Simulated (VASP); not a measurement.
Here is a VASP 6.6.1 calculation.

File INCAR:

```
PREC     = Accurate       # precision mode
ENCUT    = 520            # plane-wave cutoff, eV
EDIFF    = 1E-6           # SCF threshold, eV
ISMEAR   = 0              # smearing method
SIGMA    = 0.05           # smearing width, eV
LREAL    = False          # projectors in reciprocal space
LASPH    = True           # aspherical terms in the spheres
NELM     = 60             # most SCF steps
ALGO     = Normal         # electronic algorithm
ISIF     = 2              # what is computed and relaxed
LWAVE    = False          # write WAVECAR
LCHARG   = True           # write CHGCAR
GGA      = CA             # functional
LELF     = True           # ELF
LVHAR    = True         
NBANDS   = 36             # bands
NELECT   = 48.0
```

File KPOINTS:

```
Automatic mesh
0
Gamma
  6 6 6
```

The input POSCAR:

```
HC12
1.0
    1.7657489870     -3.5314979740     -1.7657489870
    3.5314979740     -1.7657489870      1.7657489870
   -1.7657489870     -3.5314979740      1.7657489870
C H
12 1
Direct
    0.2500000000      1.0000000000      0.2500000000
    0.0833333333      0.3333333333      0.7500000000
    0.9166666667      0.6666666667      0.2500000000
    0.7500000000      1.0000000000      0.7500000000
    0.5833333333      0.3333333333      0.2500000000
    0.4166666667      0.6666666667      0.7500000000
    0.9583333333      0.3333333333      0.1250000000
    0.7916666667      0.6666666667      0.6250000000
    0.6250000000      1.0000000000      0.1250000000
    0.4583333333      0.3333333333      0.6250000000
    0.2916666667      0.6666666667      0.1250000000
    0.1250000000      1.0000000000      0.6250000000
    1.1805555556      0.3888888889      0.2916666667
```

Potentials or basis: VASP PAW LDA potentials, release 64 (C, H).

Run with:

```console
$ cat potpaw_LDA.64/C/POTCAR potpaw_LDA.64/H/POTCAR > POTCAR
$ mpirun -np 1 vasp_std > vasp.out
```

Task: What does it give for the largest force?

Result: 2.438 eV/Å.

Forces on the atoms (eV/Å):
```
C   -1.441 -0.181 -0.419
C   -0.041 -0.358  0.040
C    0.475  0.516  2.335
C    0.225  0.159 -0.213
C   -0.162 -1.467 -0.436
C    0.058  0.442 -0.232
C   -0.346  1.912 -0.674
C   -0.563 -0.592  1.150
C    0.456  0.510 -0.965
C   -0.225 -0.471  0.175
C    1.922 -0.382 -0.710
C   -0.587 -0.306  0.299
H    0.229  0.218 -0.350
```

Caveat: the cell carries a net charge on a neutralising background, which shifts energy and pressure.
